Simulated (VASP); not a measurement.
Ba3SbS2:

```
Ba Sb S
1.0
     6.46428    0.00000    0.00000
    -3.23214    5.59823    0.00000
     0.00000    0.00000    5.34102
Ba Sb S
3 1 2
Cartesian
  1.6161 2.7991 2.6705
  3.2321 0.0000 2.6705
  -1.6161 2.7991 2.6705
  0.0000 0.0000 0.0000
  3.2321 1.8661 0.0000
  0.0000 3.7322 0.0000
```

The cell was built from a structure type or drawn by symmetry, and may not be a known phase.

| Item | Value |
| --- | --- |
| Program | VASP 6.6.1 |
| Task | relaxation of cell and atoms |
| Functional | PBE |
| Potentials or basis | VASP PAW PBE potentials, release 64 (Ba_sv, Sb, S) |
| Cutoff | 600 eV |
| k mesh | 6 × 6 × 8 |
| Occupations | gaussian, width 0.1 eV |
| Spin | no spin polarisation |

At the start: pressure 1.8 GPa; volume 32.21 Å³/atom.

Task: Where does the relaxation end?

Result: Over 12 steps the energy falls by 932.8 meV/atom and the volume is 39.43 Å³/atom (+22.4 %); space group P6/mmm (No. 191, to 0.1 Å) before and after.

The path:
| step | energy change (eV) | largest force (eV/Å) | pressure (GPa) | volume (Å³) |
| --- | --- | --- | --- | --- |
| 1 | 0.0000 | 0.0000 | 1.85 | 193.28 |
| 2 | -3.2459 | 0.0000 | 2.98 | 200.81 |
| 3 | -4.1348 | 0.0000 | 9.29 | 197.56 |
| 4 | -4.8588 | 0.0000 | 7.52 | 200.72 |
| 5 | -4.9309 | 0.0000 | -2.90 | 272.22 |
| 6 | -5.4806 | 0.0000 | 0.66 | 234.32 |
| 7 | -5.4812 | 0.0000 | 0.82 | 233.23 |
| 8 | -5.5934 | 0.0000 | 0.29 | 234.83 |
| 9 | -5.5959 | 0.0000 | 0.19 | 235.08 |
| 10 | -5.5959 | 0.0000 | 0.20 | 235.05 |
| 11 | -5.5968 | 0.0000 | -0.05 | 236.96 |
| 12 | -5.5968 | 0.0000 | 0.00 | 236.57 |

Final structure:
```cif
data_structure
_symmetry_space_group_name_H-M 'P 1'
_symmetry_Int_Tables_number 1
_cell_length_a 8.1950
_cell_length_b 8.1950
_cell_length_c 4.0674
_cell_angle_alpha 90.000
_cell_angle_beta 90.000
_cell_angle_gamma 120.000
_cell_volume 236.57
loop_
_atom_site_label
_atom_site_type_symbol
_atom_site_fract_x
_atom_site_fract_y
_atom_site_fract_z
_atom_site_occupancy
Ba1 Ba 0.50000 0.50000 0.50000 1
Ba2 Ba 0.50000 0.00000 0.50000 1
Ba3 Ba 0.00000 0.50000 0.50000 1
Sb1 Sb 0.00000 0.00000 0.00000 1
S1 S 0.66667 0.33333 0.00000 1
S2 S 0.33333 0.66667 0.00000 1
```

Caveat: the volume moved by over 15 % at a fixed basis, so the end points are rough.
